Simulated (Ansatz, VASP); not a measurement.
# AlGa5N6: VASP beside Ansatz

```
Al Ga N
1.0
     2.99428    0.00000    0.00000
    -1.49714    2.59312    0.00000
     0.00000    0.00000   14.67878
Al Ga N
1 5 6
Direct
  0.00000 0.00000 0.50000
  0.66667 0.33333 0.66351
  0.33333 0.66667 0.83179
  0.00000 0.00000 0.00000
  0.66667 0.33333 0.16821
  0.33333 0.66667 0.33649
  0.00000 0.00000 0.74756
  0.66667 0.33333 0.91587
  0.33333 0.66667 0.08413
  0.00000 0.00000 0.25244
  0.66667 0.33333 0.42199
  0.33333 0.66667 0.57801
```

Alike in both runs: functional PBE; k mesh 6 × 6 × 1; occupations gaussian, width 0.1 eV; no spin polarisation.

Ansatz relaxed the structure, and its values are those at the end. VASP's run is a single point on that final structure, the one shown.

|  | VASP | Ansatz |
| --- | --- | --- |
| version | VASP 6.6.1 | Ansatz 0.2.0 |
| potentials or method | VASP PAW PBE potentials, release 64 (Al, Ga_d, N), cutoff 520 eV | scalar-relativistic, plane waves, PAW |
| valence electrons in the cell | 98 | 98 |

```tsv
	VASP	Ansatz	Ansatz less VASP
gap on the k mesh at the Fermi level (eV)	0.85	0.86	+0.011
least direct gap on the mesh (eV)	1.09	1.10	+0.010
pressure (GPa)	0.6	0.0	-0.65
rms of the force components (eV/Å)	0.011	0.000	-0.0104
```

With one functional, cell and mesh, what is left measures potentials, basis and numerics.

The k mesh is coarse, so the values compare programs but aren't converged.
